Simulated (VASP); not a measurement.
A run of VASP 6.6.1 is set up as follows.

Contents of INCAR:

```
SYSTEM = Nd3Au
PREC = Accurate
ENCUT = 500
EDIFF = 1E-6
ISMEAR = 0
SIGMA = 0.1
LREAL = .False.
LASPH = .True.
NELM = 200
ALGO = Normal
ISIF = 2
LWAVE = .False.
LCHARG = .True.
GGA = PE
LELF = .True.
LVHAR = .True.
NBANDS = 30
GGA_COMPAT = .False.
LMAXMIX = 6
```

The input KPOINTS:

```
regular mesh
0
Gamma
  12 12 6
  0 0 0
```

POSCAR

```
Nd3Au
1.0
    3.8933362056      0.0000000000      0.0000000000
   -1.9466681028      3.3717280595      0.0000000000
    0.0000000000      0.0000000000     10.0613353100
Nd Au
3 1
Direct
    0.0000000000      0.0000000000      0.0000000000
    0.6666666667      0.3333333333      0.7041791741
    0.6666666667      0.3333333333      0.2958208259
    0.0000000000      0.0000000000      0.5000000000
```

Potentials or basis: VASP PAW PBE potentials, release 64 (Nd_3, Au), 4f in core.

The run is started by

```sh
$ cat potpaw_PBE.64/Nd_3/POTCAR potpaw_PBE.64/Au/POTCAR > POTCAR
$ mpirun -np 1 vasp_std > vasp.out
```

Question: Estimate the band gap on the k mesh.

Answer: Zero (bands 22 and 23 overlap by 1.24 eV).

Question: Predict the pressure.

Answer: 0.2 GPa.

Question: Predict the largest force.

Answer: 0.007 eV/Å.

Forces on the atoms (eV/Å):
```
Nd   0.000  0.000  0.000
Nd   0.000  0.000  0.007
Nd   0.000  0.000 -0.007
Au   0.000  0.000  0.000
```

Caveat: spin-orbit coupling is left out, which moves the levels of the heavy elements; the 4f electrons are frozen in the core, so they carry no moment and show no levels. Spin polarisation is off, so any magnetic state and its effect on volume and gap are missing.
